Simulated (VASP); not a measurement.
# BN (P6_3mc) in VASP: a series of runs, part 2 of 3

VASP 6.6.1. The steps go on from the part before.

### 3 Single point, PBE (strain +0.030 along x and y, +0.015 along z)

File INCAR:

```
PREC = Accurate
ENCUT = 520
EDIFF = 1E-7
ISMEAR = 0
SIGMA = 0.05
LREAL = F
LASPH = T
NELM = 60
ALGO = Normal
ISIF = 2
LWAVE = F
LCHARG = F
GGA = PE
NBANDS = 16
```

File KPOINTS:

```
regular mesh
0
Gamma
  12 12 6
```

File POSCAR:

```
BN
1.0
    2.6312174989      0.0000000000      0.0000000000
   -1.3156087494      2.2787011969      0.0000000000
    0.0000000000      0.0000000000      4.2878822532
B N
2 2
Direct
    0.6666666667      0.3333333333      0.9998058547
    0.3333333333      0.6666666667      0.4998058547
    0.6666666667      0.3333333333      0.6251941453
    0.3333333333      0.6666666667      0.1251941453
```

Potentials or basis: VASP PAW PBE potentials, release 64 (B, N).

Started as:

```console
cat potpaw_PBE.64/B/POTCAR potpaw_PBE.64/N/POTCAR > POTCAR
mpirun -np 1 vasp_std > vasp.out
```

OUTCAR:

```text
PREC = Accurate
   ENCUT = 520
   EDIFF = 1E-7
   ISMEAR = 0
   LREAL = F
   LASPH = T
   NELM = 60
   ISIF = 2
   GGA = PE

 ion  position               nearest neighbor table
   1  0.667  0.333  1.000-   3 1.61   4 1.61   4 1.61   4 1.61
   2  0.333  0.667  0.500-   4 1.61   3 1.61   3 1.61   3 1.61
   3  0.667  0.333  0.625-   1 1.61   2 1.61   2 1.61   2 1.61
   4  0.333  0.667  0.125-   2 1.61   1 1.61   1 1.61   1 1.61

  LATTYP: Found a hexagonal cell.
 ALAT       =     2.6312174989
[... 649 lines left out ...]
     15      21.4879      0.00000
     16      21.6516      0.00000

 [... further k-points ...]
[... 5 lines left out ...]
  --------------------------------------------------------------------------------------
  -------------------------------------------------------------------------------------
  Total       -4.4275583     -4.4275583     -2.6147790     -0.0000000      0.0000000      0.0000000
  in kB     -275.9229933   -275.9229933   -162.9515866     -0.0000000      0.0000000      0.0000000
  external PRESSURE =    -238.2658577 kB  Pullay stress =       0.0000000 kB

 VOLUME and BASIS-vectors are now :
 -----------------------------------------------------------------------------
  energy-cutoff  :      520.00
  volume of cell :       25.71
      direct lattice vectors                 reciprocal lattice vectors
     2.631217499  0.000000000  0.000000000     0.380052200  0.219423240  0.000000000
    -1.315608749  2.278701197  0.000000000     0.000000000  0.438846480  0.000000000
     0.000000000  0.000000000  4.287882253     0.000000000  0.000000000  0.233215359

 POSITION                                       TOTAL-FORCE (eV/Angst)
 -----------------------------------------------------------------------------------
      1.31561      0.75957      4.28705        -0.000000     -0.000000      0.016546
     -0.00000      1.51913      2.14311         0.000000      0.000000      0.016546
      1.31561      0.75957      2.68076         0.000000     -0.000000     -0.016546
     -0.00000      1.51913      0.53682        -0.000000      0.000000     -0.016546
 -----------------------------------------------------------------------------------
    total drift:                               -0.000000     -0.000000     -0.000064

  FREE ENERGIE OF THE ION-ELECTRON SYSTEM (eV)
  ---------------------------------------------------
  free  energy   TOTEN  =       -34.6829954286 eV

  energy  without entropy=      -34.6829954286  energy(sigma->0) =      -34.68299543
```

OSZICAR:

```text
N       E                     dE             d eps       ncg     rms          rms(c)
DAV:   1     0.377184714818E+02    0.37718E+02   -0.82693E+03  2432   0.967E+02
DAV:   2    -0.340152902912E+02   -0.71734E+02   -0.66996E+02  3536   0.221E+02
DAV:   3    -0.363817547817E+02   -0.23665E+01   -0.23604E+01  2776   0.374E+01
DAV:   4    -0.363881811770E+02   -0.64264E-02   -0.64257E-02  2944   0.222E+00
DAV:   5    -0.363882005044E+02   -0.19327E-04   -0.19327E-04  2648   0.114E-01    0.887E+00
DAV:   6    -0.347940655451E+02    0.15941E+01   -0.21737E+00  3064   0.134E+01    0.411E+00
DAV:   7    -0.347059180552E+02    0.88147E-01   -0.26612E-01  2952   0.417E+00    0.260E+00
DAV:   8    -0.346840630227E+02    0.21855E-01   -0.49884E-02  2832   0.175E+00    0.258E-01
DAV:   9    -0.346826840584E+02    0.13790E-02   -0.18051E-03  2816   0.506E-01    0.115E-01
DAV:  10    -0.346829854287E+02   -0.30137E-03   -0.55984E-04  2872   0.179E-01    0.258E-02
DAV:  11    -0.346829951546E+02   -0.97259E-05   -0.34798E-05  3032   0.576E-02    0.153E-02
DAV:  12    -0.346829953325E+02   -0.17790E-06   -0.64708E-06  2912   0.250E-02    0.228E-03
DAV:  13    -0.346829954286E+02   -0.96090E-07   -0.25828E-07  2680   0.424E-03
   1 F= -.34682995E+02 E0= -.34682995E+02  d E =-.119261E-17
```

stdout:

```text
POSCAR found type information on POSCAR B N
 POSCAR found :  2 types and       4 ions
 scaLAPACK will be used
 LDA part: xc-table for (Slater+PW92), standard interpolation
 POSCAR, INCAR and KPOINTS ok, starting setup
 FFT: planning ... GRIDC
 FFT: planning ... GRID_SOFT
 FFT: planning ... GRID
 WAVECAR not read
 entering main loop
```

Run time: 21 s. Hardware: 1 thread of Intel Xeon 6975P-C, shared host; peak memory 0.15 GiB.

What came out:

```yaml
Free_energy: -34.6830 eV
Pressure: -23.8 GPa
Largest_force: 0.017 eV/Å
Band_gap_on_the_k_mesh: 5.35 eV, indirect (least direct gap 7.77 eV)
```

Forces in eV/Å, atoms in the order of the input:
```
B    0.000  0.000  0.017
B    0.000  0.000  0.017
N    0.000  0.000 -0.017
N    0.000  0.000 -0.017
```

Levels at points of the mesh, in eV from the valence-band top:
```tsv
k point	band 5	band 6	band 7	band 8	band 9	band 10	band 11	band 12
(0.00, 0.00, 0.00)	-2.05	-0.21	0.00	0.00	7.90	7.90	8.26	8.55
(0.50, 0.00, 0.00)	-6.46	-4.65	-4.04	-1.89	6.27	7.78	10.06	10.59
(0.00, 0.00, 0.50)	-1.14	-1.14	-1.14	-1.14	8.51	8.51	9.39	9.39
(0.50, 0.00, 0.50)	-3.48	-3.48	-3.24	-3.24	6.31	6.31	9.55	9.55
```

Caveat: the cell differs from its parent crystal (strain +0.030 along x and y, +0.015 along z).

### 4 Single point, PBE (strain -0.030 along x and y, -0.030 along z)

File INCAR:

```
SYSTEM = BN
  PREC = Accurate
  ENCUT = 520
  EDIFF = 1E-6
  ISMEAR = 0
  SIGMA = 0.05
  LREAL = .FALSE.
  LASPH = .TRUE.
  NELM = 60
  ALGO = Normal
  ISIF = 2
  LWAVE = .FALSE.
  LCHARG = .FALSE.
  GGA = PE
  NBANDS = 16
```

File KPOINTS:

```
regular mesh
0
G
  12 12 6
  0 0 0
```

File POSCAR:

```
BN
1.0
    2.4779426931      0.0000000000      0.0000000000
   -1.2389713465      2.1459613213      0.0000000000
    0.0000000000      0.0000000000      4.0977790991
B N
2 2
Direct
    0.6666666667      0.3333333333      0.9998058547
    0.3333333333      0.6666666667      0.4998058547
    0.6666666667      0.3333333333      0.6251941453
    0.3333333333      0.6666666667      0.1251941453
```

Started as:

```console
cat potpaw_PBE.64/B/POTCAR potpaw_PBE.64/N/POTCAR > POTCAR
mpirun -np 1 vasp_std > vasp.out
```

Run time: 23 s. Hardware: 1 thread of Intel Xeon Platinum 8259CL at 2.50GHz (Skylake/Cascade Lake), shared host; peak memory 0.13 GiB.

Results (log left out):

| Item | Value |
| --- | --- |
| Free energy | -34.5811 eV |
| Pressure | 40.7 GPa |
| Largest force | 0.076 eV/Å |
| Band gap on the k mesh | 5.05 eV, indirect (least direct gap 8.67 eV) |

Forces on the atoms (eV/Å):
```
B    0.000  0.000 -0.076
B    0.000  0.000 -0.076
N    0.000  0.000  0.076
N    0.000  0.000  0.076
```

Stress tensor (GPa, compression positive):
```
40.51  0.00  0.00
 0.00 40.51  0.00
 0.00  0.00 41.05
```

Levels at points of the mesh, in eV from the valence-band top:
```csv
k point,band 5,band 6,band 7,band 8,band 9,band 10,band 11,band 12
"(0.00, 0.00, 0.00)",-2.31,-0.30,0.00,0.00,8.71,8.71,9.06,10.55
"(0.50, 0.00, 0.00)",-7.39,-5.41,-4.83,-2.29,7.01,8.22,11.05,12.22
"(0.00, 0.00, 0.50)",-1.28,-1.28,-1.28,-1.28,10.25,10.25,10.37,10.37
"(0.50, 0.00, 0.50)",-4.10,-4.10,-3.84,-3.84,6.89,6.89,10.60,10.60
```

Caveat: the cell differs from its parent crystal (strain -0.030 along x and y, -0.030 along z). A k mesh can miss the band edges.

### 5 Single point, PBE (strain -0.030 along x and y, +0.000 along z)

File INCAR:

```
ALGO = Normal ; EDIFF = 1E-7
ENCUT = 520 ; GGA = PE
ISIF = 2 ; ISMEAR = 0
LASPH = True ; LCHARG = True
LELF = True ; LREAL = False
LVHAR = True ; LWAVE = False
NBANDS = 16 ; NELM = 60
PREC = Accurate ; SIGMA = 0.05
```

File KPOINTS:

```
k-points
0
Gamma
  12 12 6
```

POSCAR, as its differences from that of step 4:

```diff
@@ -4,3 +4,3 @@
    -1.2389713465      2.1459613213      0.0000000000
-    0.0000000000      0.0000000000      4.0977790991
+    0.0000000000      0.0000000000      4.2245145352
 B N
```

Potentials or basis: VASP PAW PBE potentials, release 64 (B, N).

Started as:

```console
cat potpaw_PBE.64/B/POTCAR potpaw_PBE.64/N/POTCAR > POTCAR
mpirun -np 1 vasp_std > vasp.out
```

OUTCAR:

```text
EDIFF = 1E-7
   ENCUT = 520
   GGA = PE
   ISIF = 2
   ISMEAR = 0
   LASPH = True
   LREAL = False
   NELM = 60
   PREC = Accurate

 ion  position               nearest neighbor table
   1  0.667  0.333  1.000-   4 1.53   4 1.53   4 1.53   3 1.58
   2  0.333  0.667  0.500-   3 1.53   3 1.53   3 1.53   4 1.58
   3  0.667  0.333  0.625-   2 1.53   2 1.53   2 1.53   1 1.58
   4  0.333  0.667  0.125-   1 1.53   1 1.53   1 1.53   2 1.58

  LATTYP: Found a hexagonal cell.
 ALAT       =     2.4779426931
 C/A-ratio  =     1.7048475524

  Lattice vectors:

 A1 = (   2.4779426931,   0.0000000000,   0.0000000000)
 A2 = (  -1.2389713465,   2.1459613213,   0.0000000000)
 A3 = (   0.0000000000,   0.0000000000,   4.2245145352)

Analysis of symmetry for initial positions (statically):
=====================================================================
 Subroutine PRICEL returns:
 Original cell was already a primitive cell.

 Routine SETGRP: Setting up the symmetry group for a
 hexagonal supercell.

 Subroutine GETGRP returns: Found 12 space group operations
 (whereof  6 operations were pure point group operations)
 out of a pool of 24 trial point group operations.

The static configuration has the point symmetry C_3v.
 The point group associated with its full space group is C_6v.

Analysis of symmetry for dynamics (positions and initial velocities):
=====================================================================
 Subroutine PRICEL returns:
 Original cell was already a primitive cell.

 Routine SETGRP: Setting up the symmetry group for a
 hexagonal supercell.

 Subroutine GETGRP returns: Found 12 space group operations
 (whereof  6 operations were pure point group operations)
 out of a pool of 24 trial point group operations.

The dynamic configuration has the point symmetry C_3v.
 The point group associated with its full space group is C_6v.

 Subroutine INISYM returns: Found 12 space group operations
 (whereof  6 operations are pure point group operations),
 and found     1 'primitive' translations

----------------------------------------------------------------------------------------

                                     Primitive cell

  volume of cell :      22.4641

  direct lattice vectors                    reciprocal lattice vectors
     2.477942693  0.000000000  0.000000000     0.403560584  0.232995812  0.000000000
    -1.238971347  2.145961321  0.000000000     0.000000000  0.465991623  0.000000000
     0.000000000  0.000000000  4.224514535     0.000000000  0.000000000  0.236713590

  length of vectors
     2.477942693  2.477942693  4.224514535     0.465991623  0.465991623  0.236713590

  position of ions in fractional coordinates (direct lattice)
     0.666666667  0.333333333  0.999805855
     0.333333333  0.666666667  0.499805855
     0.666666667  0.333333333  0.625194145
     0.333333333  0.666666667  0.125194145

  ion indices of the primitive-cell ions
   primitive index   ion index
                 1           1
                 2           2
                 3           3
                 4           4

----------------------------------------------------------------------------------------

 KPOINTS: k-points

Automatic generation of k-mesh.
 Grid dimensions read from file:
 generate k-points for:   12   12    6

 Generating k-lattice:

  Cartesian coordinates                     Fractional coordinates (reciprocal lattice)
     0.033630049  0.019416318  0.000000000     0.083333333  0.000000000  0.000000000
     0.000000000  0.038832635  0.000000000     0.000000000  0.083333333  0.000000000
     0.000000000  0.000000000  0.039452265     0.000000000  0.000000000  0.166666667

  Length of vectors
     0.038832635  0.038832635  0.039452265

  Shift w.r.t. Gamma in fractional coordinates (k-lattice)
     0.000000000  0.000000000  0.000000000

 Subroutine IBZKPT returns following result:
 ===========================================

 Found     76 irreducible k-points:

 Following reciprocal coordinates:
            Coordinates               Weight
  0.000000  0.000000  0.000000      1.000000
  0.083333  0.000000  0.000000      6.000000
  0.166667 -0.000000  0.000000      6.000000
  0.250000  0.000000  0.000000      6.000000
  0.333333  0.000000  0.000000      6.000000
  0.416667  0.000000  0.000000      6.000000
[... 16 lines left out ...]
  0.250000  0.000000  0.166667     12.000000
  0.333333  0.000000  0.166667     12.000000
 [... further k-points ...]
   k-points           NKPTS =     76   k-points in BZ     NKDIM =     76   number of bands    NBANDS=     16
   number of dos      NEDOS =    301   number of ions     NIONS =      4
   total plane-waves  NPLWV =  10368
   dimension x,y,z NGX =    18 NGY =   18 NGZ =   32
   dimension x,y,z NGXF=    36 NGYF=   36 NGZF=   64
   ions per type =               2   2
   NGX,Y,Z   is equivalent  to a cutoff of  12.08, 12.08, 12.59 a.u.
   NGXF,Y,Z  is equivalent  to a cutoff of  24.15, 24.15, 25.19 a.u.
 SYSTEM =  unknown system
   PREC   = accura    normal or accurate (medium, high low for compatibility)
   ISTART =      0    job   : 0-new  1-cont  2-samecut
   ICHARG =      2    charge: 1-file 2-atom 10-const
   ISPIN  =      1    spin polarized calculation?
   LNONCOLLINEAR =      F non collinear calculations
   LSORBIT =      F    spin-orbit coupling
   LASPH  =      T    aspherical Exc in radial PAW
   ENCUT  =  520.0 eV  38.22 Ry    6.18 a.u.   4.61  4.61  7.85*2*pi/ulx,y,z
   NELM   =     60;   NELMIN=  2; NELMDL= -5     # of ELM steps
   EDIFF  = 0.1E-06   stopping-criterion for ELM
   LREAL  =      F    real-space projection
   EDIFFG = 0.1E-05   stopping-criterion for IOM
   NSW    =      0    number of steps for IOM
   IBRION =     -1    ionic relax: 0-MD 1-quasi-New 2-CG
   NFREE  =      0    steps in history (QN), initial steepest desc. (CG)
   ISIF   =      2    stress and relaxation
   ISYM   =      2    0-nonsym 1-usesym 2-fastsym
   POTIM  = 0.5000    time-step for ionic-motion
   TEBEG  =    0.0;   TEEND  =   0.0 temperature during run
   PSTRESS=    0.0 pullay stress
   NELECT =      16.0000    total number of electrons
   NUPDOWN=      -1.0000    fix difference up-down
   EMIN   =  10.00;   EMAX   =-10.00  energy-range for DOS
   EFERMI =   0.00;   METHOD = LEGACY
   ISMEAR =     0;   SIGMA  =   0.05  broadening in eV -4-tet -1-fermi 0-gaus
   EFERMI_NEDOS =   21; number of points for ismear=-14 and -15
   IALGO  =     38    algorithm
   IMIX   =      4    mixing-type and parameters
     AMIX     =   0.40;   BMIX     =  1.00
     AMIX_MAG =   1.60;   BMIX_MAG =  1.00
  volume/ion in A,a.u.               =       5.62        37.90
  Fermi-wavevector in a.u.,A,eV,Ry     =   1.462014  2.762806 29.082245  2.137485
  Thomas-Fermi vector in A             =   2.578277
   LORBIT       =      0    0 simple, 1 ext, 2 COOP (PROOUT), +10 PAW based schemes
   GGA     = PE    functional components
   LHFCALC =     F    Hartree Fock is set to
   AEXX    =    0.0000 exact exchange contribution
   IVDW    =     0    specifies the selected vdW correction
   LEPSILON=     F    determine dielectric tensor
   LRPA    =     F    only Hartree local field effects (RPA)
 non-spin polarized calculation
 Gauss-broadening in eV      SIGMA  =   0.05
  energy-cutoff  :      520.00
  volume of cell :       22.46
 maximum number of plane-waves:       622
   NGX =  9   NGY =  9   NGZ = 15

 number of electron      15.9999995 magnetization

 Free energy of the ion-electron system (eV)
  ---------------------------------------------------
  ext. energy  EPLUGINS =         0.00000000
  ---------------------------------------------------
  free energy    TOTEN  =       -34.67460878 eV

  energy without entropy =      -34.67460878  energy(sigma->0) =      -34.67460878

 E-fermi :   8.4552     XC(G=0): -13.0659

 val. band max:        8.2401923153   @ k =   0.0000   0.0000   0.0000
 cond. band min:      13.2299882294   @ k =   0.3333   0.3333   0.0000
 fundamental gap:      4.9897959141
 Fermi energy:         8.4552397767

 k-point     1 :       0.0000    0.0000    0.0000
  band No.  band energies     occupation
      1     -12.8027      2.00000
      2      -8.6852      2.00000
      3      -3.2727      2.00000
      4       6.2314      2.00000
      5       6.2314      2.00000
      6       7.8109      2.00000
[... 8 lines left out ...]
     15      20.5475      0.00000
     16      24.6975      0.00000
[... 420 lines left out ...]
  band No.  band energies     occupation
      1     -10.1964      2.00000
      2      -7.4168      2.00000
      3      -0.9021      2.00000
      4       0.4576      2.00000
      5       1.9447      2.00000
      6       3.8779      2.00000
[... 8 lines left out ...]
     15      24.9412      0.00000
     16      25.2108      0.00000

 [... further k-points ...]
[... 5 lines left out ...]
  --------------------------------------------------------------------------------------
  -------------------------------------------------------------------------------------
  Total        5.2026441      5.2026441      0.5850405      0.0000000      0.0000000      0.0000000
  in kB      371.0605124    371.0605124     41.7259781      0.0000000      0.0000000      0.0000000
  external PRESSURE =     261.2823343 kB  Pullay stress =       0.0000000 kB

 VOLUME and BASIS-vectors are now :
 -----------------------------------------------------------------------------
  energy-cutoff  :      520.00
  volume of cell :       22.46
      direct lattice vectors                 reciprocal lattice vectors
     2.477942693  0.000000000  0.000000000     0.403560584  0.232995812  0.000000000
    -1.238971347  2.145961321  0.000000000     0.000000000  0.465991623  0.000000000
     0.000000000  0.000000000  4.224514535     0.000000000  0.000000000  0.236713590

 POSITION                                       TOTAL-FORCE (eV/Angst)
 -----------------------------------------------------------------------------------
      1.23897      0.71532      4.22369        -0.000000     -0.000000     -0.128556
     -0.00000      1.43064      2.11144        -0.000000      0.000000     -0.128556
      1.23897      0.71532      2.64114        -0.000000      0.000000      0.128556
     -0.00000      1.43064      0.52888         0.000000      0.000000      0.128556
 -----------------------------------------------------------------------------------
    total drift:                               -0.000000     -0.000000      0.000015

  FREE ENERGIE OF THE ION-ELECTRON SYSTEM (eV)
  ---------------------------------------------------
  free  energy   TOTEN  =       -34.6746087832 eV

  energy  without entropy=      -34.6746087832  energy(sigma->0) =      -34.67460878
```

stdout:

```text
POSCAR found type information on POSCAR B N
 POSCAR found :  2 types and       4 ions
 scaLAPACK will be used
 LDA part: xc-table for (Slater+PW92), standard interpolation
 POSCAR, INCAR and KPOINTS ok, starting setup
 FFT: planning ... GRIDC
 FFT: planning ... GRID_SOFT
 FFT: planning ... GRID
 WAVECAR not read
 entering main loop
```

Run time: 26 s. Hardware: 1 thread of Intel Xeon Platinum 8259CL at 2.50GHz (Skylake/Cascade Lake), shared host; peak memory 0.14 GiB.

What came out:

```yaml
Free_energy: -34.6746 eV
Pressure: 26.1 GPa
Largest_force: 0.129 eV/Å
Band_gap_on_the_k_mesh: 4.99 eV, indirect (least direct gap 7.87 eV)
```

Forces on the atoms (eV/Å):
```
B    0.000  0.000 -0.129
B    0.000  0.000 -0.129
N    0.000  0.000  0.129
N    0.000  0.000  0.129
```

Stress tensor (GPa, compression positive):
```
37.11  0.00  0.00
 0.00 37.11  0.00
 0.00  0.00  4.17
```

Caveat: the cell differs from its parent crystal (strain -0.030 along x and y, +0.000 along z). A k mesh can miss the band edges.

(Part 2 of 3 ends here.)
